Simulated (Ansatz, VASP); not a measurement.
CuO in VASP and in Ansatz

```
Cu O
1.0
     2.63683    0.00000    0.00000
     0.00000    2.63683    0.00000
     0.00000    0.00000    2.63683
Cu O
1 1
Direct
  0.00000 0.00000 0.00000
  0.50000 0.50000 0.50000
```

Alike in both runs: task electric field gradients; functional r2SCAN; k mesh 12 × 12 × 12; occupations fermi-dirac, width 0.08 eV; no spin polarisation.

|  | VASP | Ansatz |
| --- | --- | --- |
| version | VASP 6.6.1 | Ansatz 0.2.0 |
| potentials or method | VASP PAW PBE potentials, release 64 (Cu, O) | PAW with Ansatz's default frozen-core files, scalar-relativistic |
| plane-wave cutoff (eV) | 520 | 500 |
| valence electrons in the cell | 17 | 25 |

|  | VASP | Ansatz | Ansatz less VASP |
| --- | --- | --- | --- |
| pressure (GPa) | -7.1 | -7.7 | -0.57 |

VASP's potentials were made for PBE, not for r2SCAN. VASP's potentials hold 17 valence electrons a cell and Ansatz's 25, so a difference there can come from the potentials and not from the codes.
